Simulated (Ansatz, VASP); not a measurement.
Nb3Sn: VASP beside Ansatz

```xyz
8
Lattice="5.2821 0.0000 0.0000 0.0000 5.2821 0.0000 0.0000 0.0000 5.2821" Properties=species:S:1:pos:R:3 pbc="T T T"
Nb    1.3205    0.0000    2.6410
Nb    2.6410    3.9616    0.0000
Nb    3.9616    0.0000    2.6410
Nb    2.6410    1.3205    0.0000
Nb    0.0000    2.6410    3.9616
Nb    0.0000    2.6410    1.3205
Sn    0.0000    0.0000    0.0000
Sn    2.6410    2.6410    2.6410
```

Alike in both runs: task relaxation of cell and atoms; functional LDA; k mesh 8 × 8 × 8; occupations gaussian, width 0.1 eV; no spin polarisation.

|  | VASP | Ansatz |
| --- | --- | --- |
| version | VASP 6.6.1 | Ansatz 0.2.0 |
| potentials or method | VASP PAW LDA potentials, release 64 (Nb_sv, Sn_d), cutoff 600 eV | scalar-relativistic, plane waves, PAW |
| valence electrons in the cell | 106 | 106 |

Ansatz gave:

```
gap on the k mesh at the Fermi level, each at its own relaxed structure (eV) : none
relaxed volume (Å³/atom)                                                     : 17.79
relaxed length of the cell vector where the two differ most in proportion (Å)              : 5.221
```

**Question.** What did VASP give for the same quantities?

**Answer.** gap on the k mesh at the Fermi level, each at its own relaxed structure (eV): none; relaxed volume (Å³/atom): 17.80; relaxed length of the cell vector where the two differ most in proportion (Å): 5.222.

LDA's correlation is that of Perdew and Zunger in VASP and of Perdew and Wang (1992) in Ansatz. A gap of «none» marks a metal or a gap that the smearing closes.
